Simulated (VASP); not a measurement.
A run of VASP 6.6.1:

File INCAR:

```
SYSTEM = Zr
PREC = Accurate
ENCUT = 500
EDIFF = 1E-6
ISMEAR = 0
SIGMA = 0.1
LREAL = .FALSE.
LASPH = .TRUE.
NELM = 120
ALGO = Normal
ISIF = 2
LWAVE = .FALSE.
LCHARG = .TRUE.
GGA = RE
LELF = .TRUE.
LVHAR = .TRUE.
NBANDS = 19
GGA_COMPAT = .FALSE.
```

The input KPOINTS:

```
Automatic mesh
0
G
  3 3 2
  0 0 0
```

POSCAR

```
Zr
1.0
    3.2392314131      0.0000000000      0.0000000000
   -1.6196157065      2.8052566925      0.0000000000
    0.0000000000      0.0000000000      5.1722200000
Zr
2
Direct
    1.0503333333      0.9606666667      1.1940000000
    1.3836666667      0.6273333333      1.6940000000
```

Potentials or basis: VASP PAW PBE potentials, release 64 (Zr_sv).

Launch:

```sh
$ cat potpaw_PBE.64/Zr_sv/POTCAR > POTCAR
$ mpirun -np 1 vasp_std > vasp.out
```

Hardware: 1 thread of Intel(R) Xeon(R) 6975P-C (Granite Rapids), on a shared host.

Task: Estimate the wall time of this run.

Result: Wall time 3.4 s on 1 thread of Intel(R) Xeon(R) 6975P-C (Granite Rapids) (shared host), peak memory 0.14 GiB. Counts: scf iterations 12, k points 6.
